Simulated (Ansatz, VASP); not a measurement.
# SrAgO3 in VASP and in Ansatz

```xyz
5
Lattice="4.2429 0.0000 0.0000 0.0000 4.2429 0.0000 0.0000 0.0000 4.2429" Properties=species:S:1:pos:R:3 pbc="T T T"
Sr    0.0000    0.0000    0.0000
Ag    2.1215    2.1215    2.1215
O     2.1215    2.1215    0.0000
O     2.1215    0.0000    2.1215
O     0.0000    2.1215    2.1215
```

Alike in both runs: task single point; functional LDA; k mesh 6 × 6 × 6; occupations fermi-dirac, width 0.15 eV; no spin polarisation.

|  | VASP | Ansatz |
| --- | --- | --- |
| version | VASP 6.6.1 | Ansatz 0.2.0 |
| potentials or method | VASP PAW LDA potentials, release 64 (Sr_sv, Ag, O), cutoff 520 eV | plane waves, PAW |
| valence electrons in the cell | 39 | 47 |

|  | VASP | Ansatz | Ansatz less VASP |
| --- | --- | --- | --- |
| pressure (GPa) | -17.1 | -17.3 | -0.23 |

LDA's correlation is that of Perdew and Zunger in VASP and of Perdew and Wang (1992) in Ansatz. VASP's potentials hold 39 valence electrons a cell and Ansatz's 47, so a difference there can come from the potentials and not from the codes. Ansatz's warnings: stress scf threshold loose.
